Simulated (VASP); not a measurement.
# Mg (P6/mmm) in VASP: a series of runs

Runs on Mg. Level: PBE. Tasks: single point.

Program: VASP 6.6.1. These are calculated values, not measurements. Logs are shortened: lines on timing, memory, paths and dates and some standing lists are left out, and cuts for length are marked.

### Step 1. The cell of the first run

It takes space group P6/mmm (No. 191, hexagonal). Conventional cell: a = 3.050 Å, b = 3.050 Å, c = 3.167 Å, α = 90.00°, β = 90.00°, γ = 120.00°. Within 4.0 Å of Mg (site symmetry 6/mmm) lie 8 Mg at 3.05 to 3.17 Å.

This isn't the form of Mg at room conditions, which is hcp.

### Step 2. Single point, PBE (strain +0.000 along x and y, +0.040 along z)

Input file INCAR:

```
SYSTEM = Mg
PREC = Accurate
ENCUT = 520
EDIFF = 1E-6
ISMEAR = 0
SIGMA = 0.15
LREAL = .False.
LASPH = .True.
NELM = 80
ALGO = Fast
ISIF = 2
LWAVE = .False.
LCHARG = .True.
GGA = PE
LELF = .True.
LVHAR = .True.
NBANDS = 7
```

Input file KPOINTS:

```
Automatic mesh
0
Gamma
  18 18 16
  0 0 0
```

Input file POSCAR:

```
Mg
1.0
    3.0502998005      0.0000000000      0.0000000000
   -1.5251499003      2.6416371164      0.0000000000
    0.0000000000      0.0000000000      3.1666310728
Mg
1
Direct
    0.0000000000      0.0000000000      0.0000000000
```

Potentials or basis: VASP PAW PBE potentials, release 64 (Mg).

Launch:

```
$ cat potpaw_PBE.64/Mg/POTCAR > POTCAR
$ mpirun -np 1 vasp_std > vasp.out
```

OUTCAR:

```text
SYSTEM = Mg
   PREC = Accurate
   ENCUT = 520
   EDIFF = 1E-6
   ISMEAR = 0
   LREAL = .False.
   LASPH = .True.
   NELM = 80
   ISIF = 2
   GGA = PE

 ion  position               nearest neighbor table
   1  0.000  0.000  0.000-

  LATTYP: Found a hexagonal cell.
 ALAT       =     3.0502998005
 C/A-ratio  =     1.0381376520

  Lattice vectors:

 A1 = (   3.0502998005,   0.0000000000,   0.0000000000)
 A2 = (  -1.5251499003,   2.6416371164,   0.0000000000)
 A3 = (   0.0000000000,   0.0000000000,   3.1666310728)

Analysis of symmetry for initial positions (statically):
=====================================================================
 Subroutine PRICEL returns:
 Original cell was already a primitive cell.

 Routine SETGRP: Setting up the symmetry group for a
 hexagonal supercell.

 Subroutine GETGRP returns: Found 24 space group operations
 (whereof 24 operations were pure point group operations)
 out of a pool of 24 trial point group operations.

The static configuration has the point symmetry D_6h.

Analysis of symmetry for dynamics (positions and initial velocities):
=====================================================================
 Subroutine PRICEL returns:
 Original cell was already a primitive cell.

 Routine SETGRP: Setting up the symmetry group for a
 hexagonal supercell.

 Subroutine GETGRP returns: Found 24 space group operations
 (whereof 24 operations were pure point group operations)
 out of a pool of 24 trial point group operations.

The dynamic configuration has the point symmetry D_6h.

 Subroutine INISYM returns: Found 24 space group operations
 (whereof 24 operations are pure point group operations),
 and found     1 'primitive' translations

----------------------------------------------------------------------------------------

                                     Primitive cell

  volume of cell :      25.5160

  direct lattice vectors                    reciprocal lattice vectors
     3.050299800  0.000000000  0.000000000     0.327836628  0.189276565  0.000000000
    -1.525149900  2.641637116  0.000000000     0.000000000  0.378553130  0.000000000
     0.000000000  0.000000000  3.166631073     0.000000000  0.000000000  0.315793023

  length of vectors
     3.050299800  3.050299801  3.166631073     0.378553130  0.378553130  0.315793023

  position of ions in fractional coordinates (direct lattice)
     0.000000000  0.000000000  0.000000000

  ion indices of the primitive-cell ions
   primitive index   ion index
                 1           1

----------------------------------------------------------------------------------------

 KPOINTS: Automatic mesh

Automatic generation of k-mesh.
 Grid dimensions read from file:
 generate k-points for:   18   18   16

 Generating k-lattice:

  Cartesian coordinates                     Fractional coordinates (reciprocal lattice)
     0.018213146  0.010515365  0.000000000     0.055555556  0.000000000  0.000000000
     0.000000000  0.021030729  0.000000000     0.000000000  0.055555556  0.000000000
     0.000000000  0.000000000  0.019737064     0.000000000  0.000000000  0.062500000

  Length of vectors
     0.021030729  0.021030729  0.019737064

  Shift w.r.t. Gamma in fractional coordinates (k-lattice)
     0.000000000  0.000000000  0.000000000

 Subroutine IBZKPT returns following result:
 ===========================================

 Found    333 irreducible k-points:

 Following reciprocal coordinates:
            Coordinates               Weight
  0.000000  0.000000  0.000000      1.000000
  0.055556 -0.000000  0.000000      6.000000
  0.111111 -0.000000  0.000000      6.000000
  0.166667 -0.000000  0.000000      6.000000
  0.222222 -0.000000  0.000000      6.000000
  0.277778  0.000000  0.000000      6.000000
[... 16 lines left out ...]
  0.333333  0.111111  0.000000     12.000000
  0.388889  0.111111  0.000000     12.000000
 [... further k-points ...]
   k-points           NKPTS =    333   k-points in BZ     NKDIM =    333   number of bands    NBANDS=      7
   number of dos      NEDOS =    301   number of ions     NIONS =      1
   total plane-waves  NPLWV =  13824
   dimension x,y,z NGX =    24 NGY =   24 NGZ =   24
   dimension x,y,z NGXF=    48 NGYF=   48 NGZF=   48
   ions per type =               1
   NGX,Y,Z   is equivalent  to a cutoff of  13.08, 13.08, 12.60 a.u.
   NGXF,Y,Z  is equivalent  to a cutoff of  26.16, 26.16, 25.20 a.u.
 SYSTEM =  Mg
   PREC   = accura    normal or accurate (medium, high low for compatibility)
   ISTART =      0    job   : 0-new  1-cont  2-samecut
   ICHARG =      2    charge: 1-file 2-atom 10-const
   ISPIN  =      1    spin polarized calculation?
   LNONCOLLINEAR =      F non collinear calculations
   LSORBIT =      F    spin-orbit coupling
   LASPH  =      T    aspherical Exc in radial PAW
   ENCUT  =  520.0 eV  38.22 Ry    6.18 a.u.   5.67  5.67  5.89*2*pi/ulx,y,z
   NELM   =     80;   NELMIN=  2; NELMDL= -5     # of ELM steps
   EDIFF  = 0.1E-05   stopping-criterion for ELM
   LREAL  =      F    real-space projection
   EDIFFG = 0.1E-04   stopping-criterion for IOM
   NSW    =      0    number of steps for IOM
   IBRION =     -1    ionic relax: 0-MD 1-quasi-New 2-CG
   NFREE  =      0    steps in history (QN), initial steepest desc. (CG)
   ISIF   =      2    stress and relaxation
   ISYM   =      2    0-nonsym 1-usesym 2-fastsym
   POTIM  = 0.5000    time-step for ionic-motion
   TEBEG  =    0.0;   TEEND  =   0.0 temperature during run
   PSTRESS=    0.0 pullay stress
   NELECT =       2.0000    total number of electrons
   NUPDOWN=      -1.0000    fix difference up-down
   EMIN   =  10.00;   EMAX   =-10.00  energy-range for DOS
   EFERMI =   0.00;   METHOD = LEGACY
   ISMEAR =     0;   SIGMA  =   0.15  broadening in eV -4-tet -1-fermi 0-gaus
   EFERMI_NEDOS =   21; number of points for ismear=-14 and -15
   IALGO  =     68    algorithm
   IMIX   =      4    mixing-type and parameters
     AMIX     =   0.40;   BMIX     =  1.00
     AMIX_MAG =   1.60;   BMIX_MAG =  1.00
  volume/ion in A,a.u.               =      25.52       172.19
  Fermi-wavevector in a.u.,A,eV,Ry     =   0.700617  1.323973  6.678606  0.490864
  Thomas-Fermi vector in A             =   1.784819
   LORBIT       =      0    0 simple, 1 ext, 2 COOP (PROOUT), +10 PAW based schemes
   GGA     = PE    functional components
   LHFCALC =     F    Hartree Fock is set to
   AEXX    =    0.0000 exact exchange contribution
   IVDW    =     0    specifies the selected vdW correction
   LEPSILON=     F    determine dielectric tensor
   LRPA    =     F    only Hartree local field effects (RPA)
 non-spin polarized calculation
 RMM-DIIS sequential band-by-band and
 Gauss-broadening in eV      SIGMA  =   0.15
  energy-cutoff  :      520.00
  volume of cell :       25.52
 maximum number of plane-waves:       702
 NGX is ok and might be reduce to    24
   NGX = 11   NGY = 11   NGZ = 11

 number of electron       2.0000000 magnetization

 Free energy of the ion-electron system (eV)
  ---------------------------------------------------
  ext. energy  EPLUGINS =         0.00000000
  ---------------------------------------------------
  free energy    TOTEN  =        -1.27455008 eV

  energy without entropy =       -1.26917344  energy(sigma->0) =       -1.27186176

 E-fermi :   2.0585     XC(G=0):  -8.1369

 val. band max:        2.0478100809   @ k =   0.2222   0.1667   0.5000
 cond. band min:       2.0721654507   @ k =   0.3889   0.2222   0.1250
 fundamental gap:      0.0243553697
 Fermi energy:         2.0584562108

 k-point     1 :       0.0000    0.0000    0.0000
  band No.  band energies     occupation
      1      -4.4174      2.00000
      2       9.4706      0.00000
      3       9.7619      0.00000
      4      14.7715      0.00000
      5      14.7715      0.00000
      6      15.9107      0.00000
      7      15.9107      0.00000

 k-point     2 :       0.0556   -0.0000    0.0000
  band No.  band energies     occupation
      1      -4.3507      2.00000
      2       9.4878      0.00000
      3       9.8182      0.00000
      4      13.5761      0.00000
      5      14.2470      0.00000
      6      15.8382      0.00000
      7      16.5480      0.00000

 k-point     3 :       0.1111   -0.0000    0.0000
  band No.  band energies     occupation
      1      -4.1507      2.00000
      2       9.4882      0.00000
      3       9.9871      0.00000
      4      11.8899      0.00000
      5      13.4880      0.00000
      6      15.3222      0.00000
      7      17.6445      0.00000

 k-point     4 :       0.1667   -0.0000    0.0000
  band No.  band energies     occupation
      1      -3.8185      2.00000
      2       9.1007      0.00000
      3      10.2691      0.00000
      4      10.6492      0.00000
      5      12.7958      0.00000
      6      14.7837      0.00000
      7      18.8958      0.00000

 k-point     5 :       0.2222   -0.0000    0.0000
  band No.  band energies     occupation
      1      -3.3553      2.00000
      2       7.8133      0.00000
      3      10.3939      0.00000
      4      10.6642      0.00000
      5      12.2027      0.00000
      6      14.4000      0.00000
      7      20.2637      0.00000

 k-point     6 :       0.2778    0.0000    0.0000
  band No.  band energies     occupation
      1      -2.7630      2.00000
      2       6.2811      0.00000
      3      10.4348      0.00000
      4      11.1729      0.00000
      5      11.7154      0.00000
      6      14.2669      0.00000
      7      19.3806      0.00000

 k-point     7 :       0.3333   -0.0000    0.0000
  band No.  band energies     occupation
      1      -2.0444      2.00000
      2       4.7858      0.00000
      3      10.4615      0.00000
      4      11.3359      0.00000
      5      11.7949      0.00000
      6      14.4333      0.00000
      7      17.9901      0.00000
[... 121 lines left out ...]
 k-point    20 :       0.1667    0.1111    0.0000
  band No.  band energies     occupation
      1      -3.1574      2.00000
      2       7.9858      0.00000
      3       8.9342      0.00000
      4      10.8340      0.00000
      5      12.0349      0.00000
      6      16.4273      0.00000
      7      18.3236      0.00000

 k-point    21 :       0.2222    0.1111    0.0000
  band No.  band energies     occupation
      1      -2.5665      2.00000
      2       6.4498      0.00000
      3       8.5365      0.00000
      4      11.3433      0.00000
      5      12.3020      0.00000
      6      15.9990      0.00000
      7      19.5260      0.00000

 k-point    22 :       0.2778    0.1111    0.0000
  band No.  band energies     occupation
      1      -1.8495      2.00000
      2       4.9608      0.00000
      3       8.1946      0.00000
      4      11.9662      0.00000
      5      12.7084      0.00000
      6      15.7304      0.00000
      7      18.1525      0.00000

 k-point    23 :       0.3333    0.1111    0.0000
  band No.  band energies     occupation
      1      -1.0101      2.00000
      2       3.5599      0.00000
      3       7.9352      0.00000
      4      12.7011      0.00000
      5      13.1140      0.00000
      6      15.6867      0.00000
      7      16.8626      0.00000

 k-point    24 :       0.3889    0.1111    0.0000
  band No.  band energies     occupation
      1      -0.0573      2.00000
      2       2.2672      0.04905
      3       7.7746      0.00000
      4      13.3874      0.00000
      5      13.5374      0.00000
      6      15.6878      0.00000
      7      15.8890      0.00000

 [... further k-points ...]

------------------------ aborting loop because EDIFF is reached ----------------------------------------

  FORCE on cell =-STRESS in cart. coord.  units (eV):
  Direction    XX          YY          ZZ          XY          YZ          ZX
  --------------------------------------------------------------------------------------
  -------------------------------------------------------------------------------------
  Total        0.1915253      0.1915253     -0.1945264     -0.0000000     -0.0000000      0.0000000
  in kB       12.0260645     12.0260645    -12.2145095     -0.0000000     -0.0000000      0.0000000
  external PRESSURE =       3.9458732 kB  Pullay stress =       0.0000000 kB

 VOLUME and BASIS-vectors are now :
 -----------------------------------------------------------------------------
  energy-cutoff  :      520.00
  volume of cell :       25.52
      direct lattice vectors                 reciprocal lattice vectors
     3.050299800  0.000000000  0.000000000     0.327836628  0.189276565  0.000000000
    -1.525149900  2.641637116  0.000000000     0.000000000  0.378553130  0.000000000
     0.000000000  0.000000000  3.166631073     0.000000000  0.000000000  0.315793023

 POSITION                                       TOTAL-FORCE (eV/Angst)
 -----------------------------------------------------------------------------------
      0.00000      0.00000      0.00000         0.000000      0.000000      0.000000
 -----------------------------------------------------------------------------------
    total drift:                               -0.000000      0.000000      0.000000

  FREE ENERGIE OF THE ION-ELECTRON SYSTEM (eV)
  ---------------------------------------------------
  free  energy   TOTEN  =        -1.2745500762 eV

  energy  without entropy=       -1.2691734364  energy(sigma->0) =       -1.27186176
```

Wall time 22 s (1 thread of Intel Xeon Platinum 8259CL at 2.50GHz (Skylake/Cascade Lake), shared host); peak memory 0.18 GiB.

What came out:

```yaml
Free_energy: -1.2746 eV
Pressure: 0.4 GPa
Band_gap_on_the_k_mesh: zero (bands 1 and 2 overlap by 5.15 eV)
```

Stress tensor (GPa, compression positive):
```
 1.20  0.00  0.00
 0.00  1.20  0.00
 0.00  0.00 -1.22
```

Levels at points of the mesh, in eV from the Fermi level:
```
           k point  band 1  band 2  band 3  band 4  band 5
(0.00, 0.00, 0.00)   -6.48    7.41    7.70   12.71   12.71
(0.50, 0.00, 0.00)   -1.42   -0.97    8.33    8.79   12.00
(0.00, 0.00, 0.50)   -3.23   -2.32   14.57   14.57   16.37
(0.50, 0.00, 0.50)    1.26    2.47    2.78    3.06   11.58
```

Caveat: the cell differs from its parent crystal (strain +0.000 along x and y, +0.040 along z).

### Step 3. Single point, PBE (strain +0.040 along x and y, -0.040 along z)

Input file INCAR:

```
ALGO = Normal
EDIFF = 1E-6
ENCUT = 520
GGA = PE
ISIF = 2
ISMEAR = 0
LASPH = T
LCHARG = F
LREAL = F
LWAVE = F
NBANDS = 7
NELM = 80
PREC = Accurate
SIGMA = 0.15
```

Input file KPOINTS:

```
k-points
0
Gamma
  18 18 16
```

Input file POSCAR:

```
Mg
1.0
    3.1723117925      0.0000000000      0.0000000000
   -1.5861558963      2.7473026010      0.0000000000
    0.0000000000      0.0000000000      2.9230440672
Mg
1
Direct
    0.0000000000      0.0000000000      0.0000000000
```

Potentials or basis: VASP PAW PBE potentials, release 64 (Mg).

Launch:

```
$ cat potpaw_PBE.64/Mg/POTCAR > POTCAR
$ mpirun -np 1 vasp_std > vasp.out
```

Wall time 22 s (1 thread of Intel Xeon Platinum 8259CL at 2.50GHz (Skylake/Cascade Lake), shared host); peak memory 0.18 GiB.

Results (log left out):

```
Free energy            : -1.2591 eV
Pressure               : -0.1 GPa
Band gap on the k mesh : zero (bands 1 and 2 overlap by 5.31 eV)
```

Stress tensor (GPa, compression positive):
```
-1.86  0.00  0.00
 0.00 -1.86  0.00
 0.00  0.00  3.45
```

Levels at points of the mesh, in eV from the Fermi level:
| k point | band 1 | band 2 | band 3 | band 4 | band 5 |
| --- | --- | --- | --- | --- | --- |
| (0.00, 0.00, 0.00) | -6.50 | 8.71 | 10.27 | 11.55 | 11.55 |
| (0.50, 0.00, 0.00) | -1.68 | -1.54 | 7.56 | 7.57 | 14.15 |
| (0.00, 0.00, 0.50) | -2.31 | -2.06 | 14.24 | 14.24 | 14.83 |
| (0.50, 0.00, 0.50) | 1.86 | 2.15 | 3.05 | 3.24 | 11.23 |

Caveat: the cell differs from its parent crystal (strain +0.040 along x and y, -0.040 along z).

### Step 4. Single point, PBE (strain +0.000 along x and y, +0.080 along z)

Input file INCAR:

```
SYSTEM = Mg
PREC = Accurate
ENCUT = 520
EDIFF = 1E-7
ISMEAR = 0
SIGMA = 0.15
LREAL = .False.
LASPH = .True.
NELM = 100
ALGO = Normal
ISIF = 2
LWAVE = .False.
LCHARG = .False.
GGA = PE
NBANDS = 7
```

Input file KPOINTS:

```
regular mesh
0
Gamma
  18 18 16
  0 0 0
```

Input file POSCAR:

```
Mg
1.0
    3.0502998005      0.0000000000      0.0000000000
   -1.5251499003      2.6416371164      0.0000000000
    0.0000000000      0.0000000000      3.2884245756
Mg
1
Direct
    0.0000000000      0.0000000000      0.0000000000
```

Launch:

```
$ cat potpaw_PBE.64/Mg/POTCAR > POTCAR
$ mpirun -np 1 vasp_std > vasp.out
```

Wall time 24 s (1 thread of Intel Xeon Platinum 8259CL at 2.50GHz (Skylake/Cascade Lake), shared host); peak memory 0.18 GiB.

Results (log left out):

* Free energy: -1.2627 eV
* Pressure: -0.2 GPa
* Band gap on the k mesh: zero (bands 1 and 2 overlap by 4.92 eV)

Stress tensor (GPa, compression positive):
```
 1.00  0.00  0.00
 0.00  1.00  0.00
 0.00  0.00 -2.58
```

Levels at points of the mesh, in eV from the Fermi level:
```tsv
k point	band 1	band 2	band 3	band 4	band 5
(0.00, 0.00, 0.00)	-6.33	6.79	6.84	12.83	12.83
(0.50, 0.00, 0.00)	-1.30	-0.81	8.38	8.94	11.20
(0.00, 0.00, 0.50)	-3.47	-2.29	14.41	14.41	16.54
(0.50, 0.00, 0.50)	1.05	2.52	2.53	3.10	11.36
```

Caveat: the cell differs from its parent crystal (strain +0.000 along x and y, +0.080 along z).

### Step 5. Summary

```csv
cell,gap on the mesh (eV),pressure (GPa)
"a = 3.050, b = 3.050, c = 3.167 Å, angles 90.0, 90.0, 120.0°, 1 atom",none,0.4
"a = 3.172, b = 3.172, c = 2.923 Å, angles 90.0, 90.0, 120.0°, 1 atom",none,-0.1
"a = 3.050, b = 3.050, c = 3.288 Å, angles 90.0, 90.0, 120.0°, 1 atom",none,-0.2
```

Alike in all rows: task single point; level PBE; potentials or basis VASP PAW PBE potentials, release 64 (Mg); no spin polarisation; k mesh 18 × 18 × 16; cutoff (eV) 520; smearing gaussian 0.15 eV.

Total energies depend on the potentials used, so only differences within one code and one set of settings carry meaning.
